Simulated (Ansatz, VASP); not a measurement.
BeS in VASP and in Ansatz

Contents of INCAR:

```
SYSTEM = BeS
  PREC = Accurate
  ENCUT = 520
  EDIFF = 1E-6
  ISMEAR = -1
  SIGMA = 0.03
  LREAL = .FALSE.
  LASPH = .TRUE.
  NELM = 100
  ALGO = Normal
  ISIF = 2
  LWAVE = .FALSE.
  LCHARG = .FALSE.
  GGA = PE
  NBANDS = 11
```

File KPOINTS:

```
Automatic mesh
0
G
  10 10 10
  0 0 0
```

File POSCAR:

```
BeS
1.0
    0.0000000000      2.2971254752      2.2971254752
    2.2971254752      0.0000000000      2.2971254752
    2.2971254752      2.2971254752      0.0000000000
Be S
1 1
Direct
    0.0000000000      0.0000000000      0.0000000000
    0.2500000000      0.2500000000      0.2500000000
```

Input for Ansatz:

```yaml
crystal:
  lattice:
    - [0.0, 2.2971254752, 2.2971254752]
    - [2.2971254752, 0.0, 2.2971254752]
    - [2.2971254752, 2.2971254752, 0.0]
  atoms:
    - { symbol: Be, position: [0.0, 0.0, 0.0] }
    - { symbol: S, position: [0.25, 0.25, 0.25] }
kpoints:
  mp_grid: { grid: [10, 10, 10] }
  band_path:
    path:
      - [0.0, 0.0, 0.0]
      - [-0.5, -0.5, 0.0]
      - [-0.375, -0.375, 0.25]
      - [-0.375, 0.0, 0.375]
      - [0.0, 0.0, 0.0]
      - [0.0, 0.0, 0.5]
      - [-0.5, -0.25, 0.25]
      - [-0.5, -0.5, 0.0]
    npoints: 6
scf:
  occupations: { method: fermi_dirac, width: 0.03 }
hamiltonian:
  xc: pbe
  pseudopotentials: { kind: all_electron, lapw: { basis_error: 0.001 } }
output:
  forces: true
  stress: true
  eigenvalues: true
  populations: true
```

Change from the starting cell: volume scaled by 0.85, LAPW.

Alike in both runs: task single point; functional PBE; k mesh 10 × 10 × 10; occupations fermi-dirac, width 0.03 eV; no spin polarisation.

|  | VASP | Ansatz |
| --- | --- | --- |
| version | VASP 6.6.1 | Ansatz 0.2.0 |
| potentials or method | VASP PAW PBE potentials, release 64 (Be, S), cutoff 520 eV | all-electron LAPW, scalar-relativistic |

|  | VASP | Ansatz | Ansatz less VASP |
| --- | --- | --- | --- |
| gap on the k mesh at the Fermi level (eV) | 2.68 | 2.68 | +0.002 |
| pressure (GPa) | 23.2 | 23.2 | -0.03 |

Ansatz ran all-electron here, and VASP with PAW potentials.
